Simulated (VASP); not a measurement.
Write the native input for VASP 6.6.1 that does the following.

```
Task                   : relaxation of cell and atoms
Functional             : PBE
Potentials or basis    : VASP PAW PBE potentials, release 64 (In_d, Ru_pv)
Cutoff                 : 600 eV
k mesh                 : 4 × 4 × 4
Occupations            : gaussian, width 0.2 eV
Spin                   : no spin polarisation
Dipole correction      : no
Further INCAR settings : ALGO = Normal; EDIFF = 1e-06; IBRION = 2; EDIFFG = -0.08; NSW = 36; ISIF = 3
```

The structure of In4Ru lies in POSCAR:

```
In4Ru
1.0
   -3.1248965500      3.1248965500      3.5097510300
    3.1248965500     -3.1248965500      3.5097510300
    3.1248965500      3.1248965500     -3.5097510300
In Ru
4 1
Direct
    0.5000000000      0.5000000000      0.5000000000
    0.0000000000      0.0000000000      0.5000000000
    0.5000000000      0.0000000000      0.0000000000
    0.0000000000      0.5000000000      0.0000000000
    0.0000000000      0.0000000000      0.0000000000
```

The cell was generated, and may not be a known phase.

The input as run:

INCAR

```
SYSTEM = In4Ru
ALGO = Normal
EDIFF = 1E-6
EDIFFG = -0.08
ENCUT = 600
GGA = PE
IBRION = 2
ISIF = 3
ISMEAR = 0
LASPH = .True.
LCHARG = .False.
LREAL = .False.
LWAVE = .False.
NELM = 60
NSW = 36
PREC = Accurate
SIGMA = 0.2
```

KPOINTS

```
k-points
0
Gamma
  4 4 4
  0 0 0
```

Potentials or basis: VASP PAW PBE potentials, release 64 (In_d, Ru_pv).

Run with:

```console
$ cat potpaw_PBE.64/In_d/POTCAR potpaw_PBE.64/Ru_pv/POTCAR > POTCAR
$ mpirun -np 1 vasp_std > vasp.out
```

It gave:

```
Relaxed volume                        : 24.77 Å³/atom
Relaxed cell                          : a = 5.439 Å, b = 5.439 Å, c = 5.439 Å, α = 109.51°, β = 109.51°, γ = 109.40°
Space group after relaxing (to 0.1 Å) : Im-3m (No. 229)
Energy gained by relaxing             : 87.5 meV/atom
Ionic steps                           : 8
Pressure after relaxing               : 0.0 GPa
Band gap on the k mesh                : zero (bands 33 and 34 overlap by 3.37 eV)
```

Caveat: spin-orbit coupling is left out, which moves the levels of the heavy elements.

Wall time 14 min on 1 thread of Intel Xeon 8259CL (shared host), peak memory 0.38 GiB.
